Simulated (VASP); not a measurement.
Set up this calculation in VASP 6.6.1, as the native input.

* Task: single point
* Functional: PBEsol
* Potentials or basis: VASP PAW PBE potentials, release 64 (Ge_d)
* Cutoff: 520 eV
* k mesh: 14 × 14 × 14
* Occupations: gaussian, width 0.15 eV
* Spin: no spin polarisation
* Dipole correction: no
* Further INCAR settings: ALGO = Normal; EDIFF = 1e-06; NBANDS = 21

The structure of Ge lies in POSCAR:

```
Ge
1.0
    0.0000000000      2.8852539781      2.8852539781
    2.8852539781      0.0000000000      2.8852539781
    2.8852539781      2.8852539781      0.0000000000
Ge
2
Direct
    0.5000000000      0.5000000000      0.5000000000
    0.7500000000      0.7500000000      0.7500000000
```

These files were run (other wordings do the same):

INCAR

```
PREC = Accurate
ENCUT = 520
EDIFF = 1E-6
ISMEAR = 0
SIGMA = 0.15
LREAL = F
LASPH = T
NELM = 100
ALGO = Normal
ISIF = 2
LWAVE = F
LCHARG = T
GGA = PS
LELF = T
LVHAR = T
NBANDS = 21
```

KPOINTS

```
Automatic mesh
0
Gamma
  14 14 14
```

Potentials or basis: VASP PAW PBE potentials, release 64 (Ge_d).

Run with:

```bash
$ cat potpaw_PBE.64/Ge_d/POTCAR > POTCAR
$ mpirun -np 1 vasp_std > vasp.out
```

It gave:

```
Pressure               : -3.0 GPa
Band gap on the k mesh : zero (bands 14 and 15 overlap by 0.05 eV)
```

Caveat: the cell stands under tension; semilocal functionals underestimate gaps, and a narrow one can read as zero; the PAW data sets were made with another functional, which shifts forces and pressure a little.

It took 59 s on 1 thread of AMD EPYC 9R45 96-Core Processor (Zen 5), with other jobs on the host, peak memory 0.19 GiB.
